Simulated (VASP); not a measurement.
# Ga3P3H2 (buck sheet) in VASP: single point with PBE

Aim: the single point of Ga3P3H2 (buck sheet) with PBE.

Program: VASP 6.6.1. These are calculated values, not measurements. Logs are shortened: lines on timing, memory, paths and dates and some standing lists are left out, and cuts for length are marked.

## (1) The cell of the first run

The cell holds a wire with vacuum, 8 atoms: a = 19.800 Å, b = 9.700 Å, c = 3.826 Å, α = 90.00°, β = 90.00°, γ = 90.00°.

## (2) Single point, PBE, collinear spin

INCAR reads:

```
SYSTEM = Ga3P3H2
PREC     = Accurate       ! precision mode
ENCUT    = 400            ! plane-wave cutoff, eV
EDIFF    = 1E-6           ! SCF threshold, eV
ISMEAR   = 0              ! smearing method
SIGMA    = 0.05           ! smearing width, eV
LREAL    = .False.        ! projectors in reciprocal space
LASPH    = .True.         ! aspherical terms in the spheres
NELM     = 200            ! most SCF steps
ALGO     = Normal         ! electronic algorithm
ISIF     = 2              ! what is computed and relaxed
LWAVE    = .False.        ! write WAVECAR
LCHARG   = .False.        ! write CHGCAR
ISPIN    = 2              ! spin polarisation
MAGMOM   = 0 0 -1 1 0 0 0 0 ! initial moments
LORBIT   = 11             ! projections on sites
GGA      = PE             ! functional
NBANDS   = 42             ! bands
GGA_COMPAT= .False.
```

KPOINTS reads:

```
regular mesh
0
Gamma
  1 1 14
  0 0 0
```

POSCAR reads:

```
Ga3P3H2
1.0
   19.8000000000      0.0000000000      0.0000000000
    0.0000000000      9.7000000000      0.0000000000
    0.0000000000      0.0000000000      3.8264599970
Ga P H
3 3 2
Direct
    0.3743878261      0.5202912794      0.0000000000
    0.5204413447      0.6214560725      0.5000000000
    0.6603947363      0.4584375207      1.0000000000
    0.3108215371      0.4808551812      0.5000000000
    0.4610604473      0.6789260615      1.0000000000
    0.6341866590      0.5779996036      0.5000000000
    0.7085243673      0.3308913617      1.0000000000
    0.3077774348      0.3337352713      0.5000000000
```

Potentials or basis: VASP PAW PBE potentials, release 64 (Ga_d, P, H).

Launch:

```console
cat potpaw_PBE.64/Ga_d/POTCAR potpaw_PBE.64/P/POTCAR potpaw_PBE.64/H/POTCAR > POTCAR
mpirun -np 1 vasp_std > vasp.out
```

OUTCAR:

```text
SYSTEM = Ga3P3H2
   PREC = Accurate
   ENCUT = 400
   EDIFF = 1E-6
   ISMEAR = 0
   LREAL = .False.
   LASPH = .True.
   NELM = 200
   ISIF = 2
   ISPIN = 2
   LORBIT = 11
   GGA = PE

 ion  position               nearest neighbor table
   1  0.374  0.520  0.000-   5 2.30   4 2.32   4 2.32
   2  0.520  0.621  0.500-   6 2.29   5 2.31   5 2.31
   3  0.660  0.458  0.000-   7 1.56   6 2.30   6 2.30
   4  0.311  0.481  0.500-   8 1.43   1 2.32   1 2.32
   5  0.461  0.679  0.000-   1 2.30   2 2.31   2 2.31
   6  0.634  0.578  0.500-   2 2.29   3 2.30   3 2.30
   7  0.709  0.331  0.000-   3 1.56
   8  0.308  0.334  0.500-   4 1.43

  LATTYP: Found a simple orthorhombic cell.
 ALAT       =     3.8264599970
 B/A-ratio  =     2.5349801142
 C/A-ratio  =     5.1744954907

  Lattice vectors:

 A1 = (   0.0000000000,   0.0000000000,  -3.8264599970)
 A2 = (   0.0000000000,   9.7000000000,   0.0000000000)
 A3 = (  19.8000000000,   0.0000000000,   0.0000000000)

Analysis of symmetry for initial positions (statically):
=====================================================================
 Subroutine PRICEL returns:
 Original cell was already a primitive cell.

 Routine SETGRP: Setting up the symmetry group for a
 simple orthorhombic supercell.

 Subroutine GETGRP returns: Found  2 space group operations
 (whereof  2 operations were pure point group operations)
 out of a pool of  8 trial point group operations.

The static configuration has the point symmetry C_1h.

Analysis of symmetry for dynamics (positions and initial velocities):
=====================================================================
 Subroutine PRICEL returns:
 Original cell was already a primitive cell.

 Routine SETGRP: Setting up the symmetry group for a
 simple orthorhombic supercell.

 Subroutine GETGRP returns: Found  2 space group operations
 (whereof  2 operations were pure point group operations)
 out of a pool of  8 trial point group operations.

The dynamic configuration has the point symmetry C_1h.

Analysis of structural, dynamic, and magnetic symmetry:
=====================================================================
 Subroutine PRICEL returns:
 Original cell was already a primitive cell.

 Routine SETGRP: Setting up the symmetry group for a
 simple orthorhombic supercell.

 Subroutine GETGRP returns: Found  2 space group operations
 (whereof  2 operations were pure point group operations)
 out of a pool of  8 trial point group operations.

The overall configuration has the point symmetry C_1h.

 Subroutine INISYM returns: Found  2 space group operations
 (whereof  2 operations are pure point group operations),
 and found     1 'primitive' translations

----------------------------------------------------------------------------------------

                                     Primitive cell

  volume of cell :     734.9099

  direct lattice vectors                    reciprocal lattice vectors
    19.800000000  0.000000000  0.000000000     0.050505051  0.000000000  0.000000000
     0.000000000  9.700000000  0.000000000     0.000000000  0.103092784  0.000000000
     0.000000000  0.000000000  3.826459997     0.000000000  0.000000000  0.261338156

  length of vectors
    19.800000000  9.700000000  3.826459997     0.050505051  0.103092784  0.261338156

  position of ions in fractional coordinates (direct lattice)
     0.374387826  0.520291279  0.000000000
     0.520441345  0.621456073  0.500000000
     0.660394736  0.458437521  0.000000000
     0.310821537  0.480855181  0.500000000
     0.461060447  0.678926062  0.000000000
     0.634186659  0.577999604  0.500000000
     0.708524367  0.330891362  0.000000000
     0.307777435  0.333735271  0.500000000

  ion indices of the primitive-cell ions
   primitive index   ion index
                 1           1
                 2           2
                 3           3
                 4           4
                 5           5
                 6           6
                 7           7
                 8           8

[... 41 lines left out ...]
   ions per type =               3   3   2
   NGX,Y,Z   is equivalent  to a cutoff of  11.75, 10.97, 12.16 a.u.
   NGXF,Y,Z  is equivalent  to a cutoff of  23.51, 21.94, 24.33 a.u.
 SYSTEM =  Ga3P3H2
   PREC   = accura    normal or accurate (medium, high low for compatibility)
   ISTART =      0    job   : 0-new  1-cont  2-samecut
   ICHARG =      2    charge: 1-file 2-atom 10-const
   ISPIN  =      2    spin polarized calculation?
   LNONCOLLINEAR =      F non collinear calculations
   LSORBIT =      F    spin-orbit coupling
   LASPH  =      T    aspherical Exc in radial PAW
   ENCUT  =  400.0 eV  29.40 Ry    5.42 a.u.  32.29 15.82  6.24*2*pi/ulx,y,z
   NELM   =    200;   NELMIN=  2; NELMDL= -5     # of ELM steps
   EDIFF  = 0.1E-05   stopping-criterion for ELM
   LREAL  =      F    real-space projection
   EDIFFG = 0.1E-04   stopping-criterion for IOM
   NSW    =      0    number of steps for IOM
   IBRION =     -1    ionic relax: 0-MD 1-quasi-New 2-CG
   NFREE  =      0    steps in history (QN), initial steepest desc. (CG)
   ISIF   =      2    stress and relaxation
   ISYM   =      2    0-nonsym 1-usesym 2-fastsym
   POTIM  = 0.5000    time-step for ionic-motion
   TEBEG  =    0.0;   TEEND  =   0.0 temperature during run
   PSTRESS=    0.0 pullay stress
   NELECT =      56.0000    total number of electrons
   NUPDOWN=      -1.0000    fix difference up-down
   EMIN   =  10.00;   EMAX   =-10.00  energy-range for DOS
   EFERMI =   0.00;   METHOD = LEGACY
   ISMEAR =     0;   SIGMA  =   0.05  broadening in eV -4-tet -1-fermi 0-gaus
   EFERMI_NEDOS =   21; number of points for ismear=-14 and -15
   IALGO  =     38    algorithm
   IMIX   =      4    mixing-type and parameters
     AMIX     =   0.40;   BMIX     =  1.00
     AMIX_MAG =   1.60;   BMIX_MAG =  1.00
  volume/ion in A,a.u.               =      91.86       619.93
  Fermi-wavevector in a.u.,A,eV,Ry     =   0.694053  1.311571  6.554062  0.481710
  Thomas-Fermi vector in A             =   1.776439
   LORBIT       =     11    0 simple, 1 ext, 2 COOP (PROOUT), +10 PAW based schemes
   GGA     = PE    functional components
   LHFCALC =     F    Hartree Fock is set to
   AEXX    =    0.0000 exact exchange contribution
   IVDW    =     0    specifies the selected vdW correction
   LEPSILON=     F    determine dielectric tensor
   LRPA    =     F    only Hartree local field effects (RPA)
 spin polarized calculation
 Gauss-broadening in eV      SIGMA  =   0.05
  energy-cutoff  :      400.00
  volume of cell :      734.91
 maximum number of plane-waves:     13384
 NGX is ok and might be reduce to   140
   NGX = 65   NGY = 31   NGZ = 13

 number of electron      56.0000024 magnetization      -0.0000000

 number of electron      56.0000024 magnetization       0.0000000

 Free energy of the ion-electron system (eV)
  ---------------------------------------------------
  ext. energy  EPLUGINS =         0.00000000
  ---------------------------------------------------
  free energy    TOTEN  =       -31.28339988 eV

  energy without entropy =      -31.28339988  energy(sigma->0) =      -31.28339988

 E-fermi :  -3.6670     XC(G=0):  -2.7347

 val. band max:       -3.9112999541   @ k =   0.0000   0.0000   0.0000
 cond. band min:      -1.4576424027   @ k =   0.0000   0.0000   0.0000
 fundamental gap:      2.4536575514
 Fermi energy:        -3.6669508144

 spin component 1

 k-point     1 :       0.0000    0.0000    0.0000
  band No.  band energies     occupation
      1     -18.1230      1.00000
      2     -18.0744      1.00000
      3     -18.0144      1.00000
      4     -17.9808      1.00000
      5     -17.9585      1.00000
      6     -17.9459      1.00000
[... 333 lines left out ...]
     39       3.0076      0.00000
     40       3.0258      0.00000
 Fermi energy:        -3.6669508144

 spin component 2

 k-point     1 :       0.0000    0.0000    0.0000
  band No.  band energies     occupation
      1     -18.1230      1.00000
      2     -18.0744      1.00000
      3     -18.0144      1.00000
      4     -17.9808      1.00000
      5     -17.9585      1.00000
      6     -17.9459      1.00000
[... 333 lines left out ...]
     39       3.0076      0.00000
     40       3.0259      0.00000
 [bands above 40 left out]

------------------------ aborting loop because EDIFF is reached ----------------------------------------

  FORCE on cell =-STRESS in cart. coord.  units (eV):
  Direction    XX          YY          ZZ          XY          YZ          ZX
  --------------------------------------------------------------------------------------
  -------------------------------------------------------------------------------------
  Total       -0.3113603     -0.3337052     -0.3865821     -0.0035458      0.0000000      0.0000000
  in kB       -0.6787967     -0.7275108     -0.8427877     -0.0077302      0.0000000      0.0000000
  external PRESSURE =      -0.7496984 kB  Pullay stress =       0.0000000 kB

 VOLUME and BASIS-vectors are now :
 -----------------------------------------------------------------------------
  energy-cutoff  :      400.00
  volume of cell :      734.91
      direct lattice vectors                 reciprocal lattice vectors
    19.800000000  0.000000000  0.000000000     0.050505051  0.000000000  0.000000000
     0.000000000  9.700000000  0.000000000     0.000000000  0.103092784  0.000000000
     0.000000000  0.000000000  3.826459997     0.000000000  0.000000000  0.261338156

 POSITION                                       TOTAL-FORCE (eV/Angst)
 -----------------------------------------------------------------------------------
      7.41288      5.04683      0.00000        -0.006211     -0.002193      0.000000
     10.30474      6.02812      1.91323         0.001412     -0.001408      0.000000
     13.07582      4.44684      0.00000         0.005818     -0.012966      0.000000
      6.15427      4.66430      1.91323         0.004886     -0.012541      0.000000
      9.12900      6.58558      0.00000        -0.003939     -0.003024      0.000000
     12.55690      5.60660      1.91323         0.001643      0.000474      0.000000
     14.02878      3.20965      0.00000        -0.009406      0.013090      0.000000
      6.09399      3.23723      1.91323         0.005796      0.018569      0.000000
 -----------------------------------------------------------------------------------
    total drift:                               -0.001544     -0.001189     -0.000035

  FREE ENERGIE OF THE ION-ELECTRON SYSTEM (eV)
  ---------------------------------------------------
  free  energy   TOTEN  =       -31.2833998814 eV

  energy  without entropy=      -31.2833998814  energy(sigma->0) =      -31.28339988

 total charge

# of ion       s       p       d       tot
------------------------------------------
    1        0.924   0.757   9.988  11.669
    2        0.917   0.758   9.993  11.668
    3        0.921   0.799   9.988  11.708
    4        1.047   1.488   0.000   2.535
    5        1.050   1.466   0.000   2.516
    6        1.038   1.490   0.000   2.527
    7        0.531   0.009   0.000   0.540
    8        0.554   0.023   0.000   0.577
--------------------------------------------------
tot          6.982   6.790  29.968  43.740

 magnetization (x)

# of ion       s       p       d       tot
------------------------------------------
    1       -0.000  -0.000  -0.000  -0.000
    2       -0.000  -0.000  -0.000  -0.000
    3       -0.000   0.000   0.000   0.000
    4       -0.000  -0.000   0.000  -0.000
    5       -0.000  -0.000   0.000  -0.000
    6        0.000   0.000   0.000   0.000
    7        0.000   0.000   0.000   0.000
    8       -0.000  -0.000   0.000  -0.000
--------------------------------------------------
tot         -0.000  -0.000   0.000  -0.000
```

Wall time 6.1 min (1 thread of Intel Xeon 6975P-C (Granite Rapids), shared host); peak memory 0.9 GiB.

What came out:

* Free energy: -31.2834 eV
* Largest force: 0.019 eV/Å
* Band gap on the k mesh: 2.45 eV, direct
* Net moment: 0.00 μB per cell
* Valence electrons inside the program's atomic spheres: Ga 11.67, 11.71; P 2.54, 2.52, 2.53; H 0.54, 0.58

Forces on the atoms (eV/Å):
```
Ga  -0.006 -0.002  0.000
Ga   0.001 -0.001  0.000
Ga   0.006 -0.013  0.000
P    0.005 -0.013  0.000
P   -0.004 -0.003  0.000
P    0.002  0.000  0.000
H   -0.009  0.013  0.000
H    0.006  0.019  0.000
```

Levels at points of the mesh, in eV from the valence-band top:
Spin up:
| k point | band 24 | band 25 | band 26 | band 27 | band 28 | band 29 | band 30 | band 31 | band 32 | band 33 |
| --- | --- | --- | --- | --- | --- | --- | --- | --- | --- | --- |
| (0.00, 0.00, 0.00) | -1.05 | -0.77 | -0.54 | -0.46 | 0.00 | 2.45 | 2.92 | 2.94 | 3.22 | 3.72 |
| (0.00, 0.00, 0.50) | -2.06 | -1.72 | -0.67 | -0.48 | -0.39 | 2.53 | 2.70 | 2.76 | 3.52 | 3.70 |
Spin down:
```csv
k point,band 24,band 25,band 26,band 27,band 28,band 29,band 30,band 31,band 32,band 33
"(0.00, 0.00, 0.00)",-1.05,-0.77,-0.54,-0.46,0.00,2.45,2.92,2.94,3.22,3.72
"(0.00, 0.00, 0.50)",-2.06,-1.72,-0.67,-0.48,-0.39,2.53,2.70,2.76,3.52,3.70
```
